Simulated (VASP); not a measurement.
A run of VASP 6.6.1:

Contents of INCAR:

```
SYSTEM = Ti
PREC     = Accurate       ! precision mode
ENCUT    = 520            ! plane-wave cutoff, eV
EDIFF    = 1E-6           ! SCF threshold, eV
ISMEAR   = 0              ! smearing method
SIGMA    = 0.15           ! smearing width, eV
LREAL    = .FALSE.        ! projectors in reciprocal space
LASPH    = .TRUE.         ! aspherical terms in the spheres
NELM     = 60             ! most SCF steps
ALGO     = Fast           ! electronic algorithm
ISIF     = 2              ! what is computed and relaxed
LWAVE    = .FALSE.        ! write WAVECAR
LCHARG   = .FALSE.        ! write CHGCAR
GGA      = PS             ! functional
NBANDS   = 12             ! bands
```

KPOINTS

```
regular mesh
0
G
  22 22 22
  0 0 0
```

Contents of POSCAR:

```
Ti
1.0
    0.0000000000      2.0872129571      1.9202359205
    2.0872129571      0.0000000000      1.9202359205
    2.0872129571      2.0872129571      0.0000000000
Ti
1
Direct
    0.0000000000      0.0000000000      0.0000000000
```

Potentials or basis: VASP PAW PBE potentials, release 64 (Ti_sv).

Launch:

```sh
$ cat potpaw_PBE.64/Ti_sv/POTCAR > POTCAR
$ mpirun -np 1 vasp_std > vasp.out
```

Hardware: 1 thread of Intel(R) Xeon(R) 6975P-C (Granite Rapids), on a shared host.

**Question.** How long does it take, and how much memory?

**Answer.** Run time: 86 s on 1 thread of Intel(R) Xeon(R) 6975P-C (Granite Rapids) (shared host), peak memory 0.27 GiB. Counts: scf iterations 20, k points 834.
